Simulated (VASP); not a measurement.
Set up this calculation in VASP 6.6.1, as the native input.

```
Task                   : single point
Functional             : PBE
Potentials or basis    : VASP PAW PBE potentials, release 64 (Hf_pv)
Cutoff                 : 520 eV
k mesh                 : 10 × 10 × 12
Occupations            : gaussian, width 0.05 eV
Spin                   : no spin polarisation
Dipole correction      : no
Further INCAR settings : ALGO = Fast; EDIFF = 1e-06; NBANDS = 22
```

The structure of Hf lies in POSCAR:

```
Hf
1.0
    5.0593519985      0.0000000000      0.0000000000
   -2.5296759992      4.3815273574      0.0000000000
    0.0000000000      0.0000000000      3.1394422292
Hf
3
Direct
    0.6666666667      0.3333333333      0.5000000000
    0.3333333333      0.6666666667      0.5000000000
    0.0000000000      0.0000000000      0.0000000000
```

This cell differs from its parent crystal: volume scaled by 1.040.

One way to write it, as run:

INCAR

```
SYSTEM = Hf
PREC = Accurate ; ENCUT = 520
EDIFF = 1E-6 ; ISMEAR = 0
SIGMA = 0.05 ; LREAL = .False.
LASPH = .True. ; NELM = 100
ALGO = Fast ; ISIF = 2
LWAVE = .False. ; LCHARG = .True.
GGA = PE ; LELF = .True.
LVHAR = .True. ; NBANDS = 22
```

KPOINTS

```
regular mesh
0
Gamma
  10 10 12
  0 0 0
```

Potentials or basis: VASP PAW PBE potentials, release 64 (Hf_pv).

Command:

```bash
$ cat potpaw_PBE.64/Hf_pv/POTCAR > POTCAR
$ mpirun -np 1 vasp_std > vasp.out
```

It gave:

```yaml
Pressure: -4.4 GPa
Band_gap_on_the_k_mesh: zero (band 15 reaches 4.83 eV, above the bottom of band 16 at 3.87 eV)
```

Caveat: spin-orbit coupling is left out, which moves the levels of the heavy elements.

It took 2.1 min on 1 thread of Intel(R) Xeon(R) Platinum 8488C (Sapphire Rapids) (shared host), peak memory 0.26 GiB.
